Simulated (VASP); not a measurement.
## AlN: single point with LDA

Crystal: AlN.

```
Al N
1.0
     3.05930    0.00000    0.00000
    -1.52965    2.64943    0.00000
     0.00000    0.00000    5.00053
Al N
2 2
Direct
  0.66667 0.33333 0.49901
  0.33333 0.66667 0.99901
  0.66667 0.33333 0.88099
  0.33333 0.66667 0.38099
```

```yaml
Program: VASP 6.6.1
Task: single point
Functional: LDA
Potentials_or_basis: VASP PAW LDA potentials, release 64 (Al, N)
Cutoff: 520 eV
k_mesh: 9 × 9 × 6
Occupations: gaussian, width 0.02 eV
Spin: no spin polarisation
```

| Item | Value |
| --- | --- |
| Pressure | 2.6 GPa |
| Largest force | 0.255 eV/Å |
| Band gap on the k mesh | 4.54 eV |

Forces in eV/Å, atoms in the order of the input:
```
Al   0.000  0.000  0.255
Al   0.000  0.000  0.255
N    0.000  0.000 -0.255
N    0.000  0.000 -0.255
```

Stress tensor (GPa, compression positive):
```
 5.69  0.00  0.00
 0.00  5.69  0.00
 0.00  0.00 -3.47
```

Levels at points of the mesh, in eV from the valence-band top:
```csv
k point,band 6,band 7,band 8,band 9,band 10,band 11
"(0.00, 0.00, 0.00)",-0.13,-0.13,0.00,4.54,7.09,10.69
"(0.00, 0.00, 0.50)",-0.44,-0.44,-0.44,6.84,6.84,10.37
```

Run time: 27 s on 1 thread of Intel Xeon 8259CL, with other jobs on the host, peak memory 0.15 GiB.

Caveat: the stress differs along the axes, from -3 to 6 GPa. A k mesh can miss the band edges.
